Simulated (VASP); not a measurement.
# Si8N in VASP: notebook, part 2 of 2

VASP 6.6.1. Earlier steps stand in the parts before.

**4. Single point, PBE**

INCAR reads:

```
ALGO = Normal
DIPOL = 0.5 0.5 0.295
EDIFF = 1E-6
ENCUT = 520
GGA = PE
GGA_COMPAT = F
IDIPOL = 3
ISIF = 2
ISMEAR = 0
LASPH = T
LCHARG = F
LDIPOL = T
LREAL = F
LWAVE = F
NBANDS = 52
NELM = 120
NELMDL = -8
PREC = Accurate
SIGMA = 0.05
```

KPOINTS reads:

```
k-points
0
Gamma
  4 4 1
```

POSCAR reads:

```
Si8N
1.0
    7.7021642883      0.0000000000      0.0000000000
    0.0000000000      6.3646813592      0.0000000000
    0.0000000000      0.0000000000     22.2525434180
Si N
16 2
Direct
    0.0000000000      0.9370679227      0.1797547330
    0.5000000000      0.9370679227      0.1797547330
    0.0000000000      0.5629320773      0.1797547330
    0.5000000000      0.5629320773      0.1797547330
    0.2500000000      0.4370679227      0.2297135909
    0.7500000000      0.4370679227      0.2297135909
    0.2500000000      0.0629320773      0.2297135909
    0.7500000000      0.0629320773      0.2297135909
    0.2500000000      0.9333044641      0.3302593493
    0.7500000000      0.9333044641      0.3302593493
    0.2500000000      0.5666955359      0.3302593493
    0.7500000000      0.5666955359      0.3302593493
    0.0000000000      0.4259907503      0.3708584346
    0.5000000000      0.4259907503      0.3708584346
    0.0000000000      0.0740092497      0.3708584346
    0.5000000000      0.0740092497      0.3708584346
    0.0000000000      0.2810502658      0.4355701385
    0.0000000000      0.5709312349      0.4355701385
```

Potentials or basis: VASP PAW PBE potentials, release 64 (Si, N).

Launch:

```console
cat potpaw_PBE.64/Si/POTCAR potpaw_PBE.64/N/POTCAR > POTCAR
mpirun -np 1 vasp_std > vasp.out
```

OUTCAR:

```text
EDIFF = 1E-6
   ENCUT = 520
   GGA = PE
   ISIF = 2
   ISMEAR = 0
   LASPH = T
   LREAL = F
   NELM = 120
   NELMDL = -8
   PREC = Accurate

 ion  position               nearest neighbor table
   1  0.000  0.937  0.180-   7 2.36   8 2.36   3 2.38
   2  0.500  0.937  0.180-   7 2.36   8 2.36   4 2.38
   3  0.000  0.563  0.180-   5 2.36   6 2.36   1 2.38
   4  0.500  0.563  0.180-   5 2.36   6 2.36   2 2.38
   5  0.250  0.437  0.230-   3 2.36   4 2.36   7 2.38  11 2.38
   6  0.750  0.437  0.230-   3 2.36   4 2.36   8 2.38  12 2.38
   7  0.250  0.063  0.230-   1 2.36   2 2.36   5 2.38   9 2.38
[... 703 lines left out ...]
  in kB        5.8957355     -6.8032046      0.9025605      0.0000000     -7.3642086      0.0000000
  external PRESSURE =      -0.0016362 kB  Pullay stress =       0.0000000 kB

 VOLUME and BASIS-vectors are now :
 -----------------------------------------------------------------------------
  energy-cutoff  :      520.00
  volume of cell :     1090.86
      direct lattice vectors                 reciprocal lattice vectors
     7.702164288  0.000000000  0.000000000     0.129833637  0.000000000  0.000000000
     0.000000000  6.364681359  0.000000000     0.000000000  0.157117056  0.000000000
     0.000000000  0.000000000 22.252543418     0.000000000  0.000000000  0.044938683

 POSITION                                       TOTAL-FORCE (eV/Angst)
 -----------------------------------------------------------------------------------
      0.00000      5.96414      4.00000         0.000000     -0.824184      0.621577
      3.85108      5.96414      4.00000         0.000000     -0.518734      0.365440
      0.00000      3.58288      4.00000         0.000000      0.809218      0.623109
      3.85108      3.58288      4.00000         0.000000      0.601264      0.649659
      1.92554      2.78180      5.11171         0.195339      0.061601     -0.633845
      5.77662      2.78180      5.11171        -0.195339      0.061601     -0.633845
[... 10 lines left out ...]
      0.00000      1.78880      9.69254         0.000000     -1.037586      0.548816
      0.00000      3.63380      9.69254         0.000000     -2.037950      0.714400
 -----------------------------------------------------------------------------------
    total drift:                                0.000000      0.000027      0.000231

  FREE ENERGIE OF THE ION-ELECTRON SYSTEM (eV)
  ---------------------------------------------------
  free  energy   TOTEN  =       -90.6292827942 eV

  energy  without entropy=      -90.6172818083  energy(sigma->0) =      -90.62328230

 vacuum level on the upper side and lower side of the slab         3.918         2.779
```

Run time: 30 min. Hardware: 1 thread of Oxide Virtual Turin-like, shared host; peak memory 1.1 GiB.

Results:

```
Free energy            : -90.6293 eV
Largest force          : 3.466 eV/Å
Band gap on the k mesh : zero (bands 37 and 38 overlap by 0.19 eV)
```

Forces in eV/Å, atoms in the order of the input:
```
Si   0.000 -0.824  0.622
Si   0.000 -0.519  0.365
Si   0.000  0.809  0.623
Si   0.000  0.601  0.650
Si   0.195  0.062 -0.634
Si  -0.195  0.062 -0.634
Si  -0.008  0.013 -0.533
Si   0.008  0.013 -0.533
Si   0.187 -0.020 -0.147
Si  -0.187 -0.020 -0.147
Si   0.318 -0.076 -0.478
Si  -0.318 -0.076 -0.478
Si   0.000  2.813 -2.024
Si   0.000 -0.072 -0.024
Si   0.000  0.127  1.948
Si   0.000  0.182  0.159
N    0.000 -1.038  0.549
N    0.000 -2.038  0.714
```

**5. Single point, PBE**

INCAR reads:

```
SYSTEM = Si8N
PREC = Accurate
ENCUT = 520
EDIFF = 1E-6
ISMEAR = 0
SIGMA = 0.05
LREAL = .False.
LASPH = .True.
NELM = 120
ALGO = Normal
ISIF = 2
LWAVE = .False.
LCHARG = .False.
LDIPOL = .True.
IDIPOL = 3
DIPOL = 0.5 0.5 0.298
GGA = PE
NBANDS = 52
GGA_COMPAT = .False.
NELMDL = -8
```

KPOINTS reads:

```
Automatic mesh
0
Gamma
  4 4 1
  0 0 0
```

Edit POSCAR of step 4 so:

```diff
@@ -24,3 +24,3 @@
     0.5000000000      0.0740092497      0.3708584346
-    0.0000000000      0.2810502658      0.4355701385
-    0.0000000000      0.5709312349      0.4355701385
+    0.0000000000      0.2810502658      0.4643308957
+    0.0000000000      0.5709312349      0.4643308957
```

Launch:

```console
cat potpaw_PBE.64/Si/POTCAR potpaw_PBE.64/N/POTCAR > POTCAR
mpirun -np 1 vasp_std > vasp.out
```

It took 29 min on 1 thread of Oxide Virtual Turin-like, shared host; peak memory 1.1 GiB.

Results (log left out):

| Item | Value |
| --- | --- |
| Free energy | -89.0069 eV |
| Largest force | 7.239 eV/Å |
| Band gap on the k mesh | zero (bands 37 and 38 overlap by 0.12 eV) |

Forces on the atoms (eV/Å):
```
Si   0.000 -0.854  0.630
Si   0.000 -0.574  0.473
Si   0.000  0.852  0.657
Si   0.000  0.588  0.546
Si   0.127  0.053 -0.522
Si  -0.127  0.053 -0.522
Si   0.022 -0.004 -0.555
Si  -0.022 -0.004 -0.555
Si   0.070  0.027  0.039
Si  -0.070  0.027  0.039
Si   0.104  0.003 -0.239
Si  -0.104  0.003 -0.239
Si   0.000  1.501  2.773
Si   0.000 -0.071 -0.063
Si   0.000  0.067  0.849
Si   0.000  0.130  0.045
N    0.000  5.027 -0.948
N    0.000 -6.826 -2.409
```

Levels at points of the mesh, in eV from the Fermi level:
| k point | band 34 | band 35 | band 36 | band 37 | band 38 | band 39 | band 40 | band 41 |
| --- | --- | --- | --- | --- | --- | --- | --- | --- |
| (0.00, 0.00, 0.00) | -0.70 | -0.29 | -0.13 | 0.02 | 0.10 | 0.24 | 0.57 | 0.88 |
| (0.50, 0.00, 0.00) | -0.97 | -0.53 | -0.08 | 0.06 | 0.08 | 0.80 | 0.84 | 1.06 |
| (0.00, 0.50, 0.00) | -0.97 | -0.90 | -0.57 | -0.21 | 0.03 | 0.03 | 0.51 | 0.80 |
| (0.50, 0.50, 0.00) | -0.54 | -0.48 | -0.38 | -0.17 | 0.08 | 0.24 | 0.41 | 0.63 |

**6. Overview**

| potentials or basis | cell | cutoff (eV) | gap on the mesh (eV) | largest force (eV/Å) |
| --- | --- | --- | --- | --- |
| VASP PAW PBE potentials, release 64 (Si, N_h) | as given, atomic positions A | 1000 | none | 1.05 |
| VASP PAW PBE potentials, release 64 (Si, N) | as given, atomic positions B | 520 | none | 12.53 |
| VASP PAW PBE potentials, release 64 (Si, N) | as given, atomic positions C | 520 | none | 3.47 |
| VASP PAW PBE potentials, release 64 (Si, N) | as given, atomic positions D | 520 | none | 7.24 |

Alike in all rows: task single point; level PBE; no spin polarisation; k mesh 4 × 4 × 1; smearing gaussian 0.05 eV.

Absolute energies hang on the potentials; compare differences alone.
